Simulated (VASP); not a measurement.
Crystal: ZnO.

```xyz
4
Lattice="3.2493 0.0000 0.0000 -1.6247 2.8140 0.0000 0.0000 0.0000 5.2057" Properties=species:S:1:pos:R:3 pbc="T T T"
Zn    0.0000    1.8760    2.6029
Zn    1.6247    0.9380    0.0000
O     1.6247    0.9380    1.9730
O     0.0000    1.8760    4.5759
```

```yaml
Program: VASP 6.6.1
Task: relaxation of cell and atoms
Functional: LDA
Potentials_or_basis: VASP PAW LDA potentials, release 64 (Zn, O)
Cutoff: 600 eV
k_mesh: 12 × 12 × 6
Occupations: fermi-dirac, width 0.08 eV
Spin: no spin polarisation
```

At the start: pressure -6.2 GPa; volume 11.90 Å³/atom.

Problem. How do energy, volume and symmetry change on relaxing?

Solution. Over 19 steps the energy falls by 10.4 meV/atom and the volume is 11.40 Å³/atom (-4.2 %); space group P6_3mc (No. 186, to 0.1 Å) before and after.

The path:
| step | energy change (eV) | largest force (eV/Å) | pressure (GPa) | volume (Å³) |
| --- | --- | --- | --- | --- |
| 1 | 0.0000 | 0.0553 | -6.25 | 47.60 |
| 2 | -0.0262 | 0.0409 | 4.41 | 44.47 |
| 3 | -0.0413 | 0.0021 | 0.05 | 45.61 |
| 4 | -0.0413 | 0.0041 | -0.06 | 45.65 |
| 5 | -0.0414 | 0.0189 | -0.27 | 45.66 |
| 6 | -0.0414 | 0.0187 | -0.16 | 45.66 |
| 7 | -0.0414 | 0.0206 | -0.16 | 45.66 |
| 8 | -0.0415 | 0.0187 | 0.07 | 45.59 |
| 9 | -0.0415 | 0.0184 | 0.09 | 45.58 |
| 10 | -0.0416 | 0.0015 | 0.09 | 45.60 |
| 11 | -0.0416 | 0.0025 | -0.01 | 45.60 |
| 12 | -0.0416 | 0.0034 | -0.04 | 45.61 |
| 13 | -0.0416 | 0.0049 | 0.04 | 45.61 |
| 14 | -0.0416 | 0.0024 | -0.02 | 45.63 |
| 15 | -0.0416 | 0.0005 | -0.05 | 45.62 |
| 16 | -0.0416 | 0.0022 | 0.06 | 45.62 |
| 17 | -0.0416 | 0.0008 | -0.04 | 45.62 |
| 18 | -0.0416 | 0.0029 | 0.01 | 45.62 |
| 19 | -0.0416 | 0.0007 | -0.01 | 45.62 |

Final structure:
```
CELL_PARAMETERS angstrom
3.19365 0.00000 0.00000
-1.59683 2.76579 0.00000
0.00000 0.00000 5.16450
ATOMIC_POSITIONS crystal
Zn 0.33333 0.66667 0.50033
Zn 0.66667 0.33333 0.00033
O 0.66667 0.33333 0.37868
O 0.33333 0.66667 0.87868
```
